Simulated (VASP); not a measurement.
Write the native input for VASP 6.6.1 that does the following.

```yaml
Task: single point
Functional: PBE
Potentials_or_basis: VASP PAW PBE potentials, release 64 (Ru_pv)
Cutoff: 500 eV
k_mesh: 15 × 15 × 8
Occupations: fermi-dirac, width 0.1 eV
Spin: no spin polarisation
Dipole_correction: no
Further_INCAR_settings: ALGO = Normal; EDIFF = 1e-06; NBANDS = 21
```

The structure of Ru lies in POSCAR:

```
Ru
1.0
    2.7058000000     -0.0135290000     -0.0135290000
   -1.3646164577      2.3500560400     -0.0049519577
   -0.0214095000     -0.0214095000      4.2819000000
Ru
2
Direct
    0.3333333333      0.6666666667      0.2500000000
    0.6666666667      0.3333333333      0.7500000000
```

The input as run:

INCAR

```
PREC = Accurate
ENCUT = 500
EDIFF = 1E-6
ISMEAR = -1
SIGMA = 0.1
LREAL = False
LASPH = True
NELM = 120
ALGO = Normal
ISIF = 2
LWAVE = False
LCHARG = False
GGA = PE
NBANDS = 21
GGA_COMPAT = False
```

KPOINTS

```
regular mesh
0
Gamma
  15 15 8
```

Potentials or basis: VASP PAW PBE potentials, release 64 (Ru_pv).

Run with:

```console
$ cat potpaw_PBE.64/Ru_pv/POTCAR > POTCAR
$ mpirun -np 1 vasp_std > vasp.out
```

It gave:

| Property | Result |
| --- | --- |
| Pressure | 4.7 GPa |
| Largest force | 0.036 eV/Å |
| Band gap on the k mesh | zero (bands 14 and 15 overlap by 3.16 eV) |

Caveat: the cell stands under pressure.

Run time: 6.1 min on 1 thread of Oxide Virtual Turin-like Processor, with other jobs on the host, peak memory 0.42 GiB.
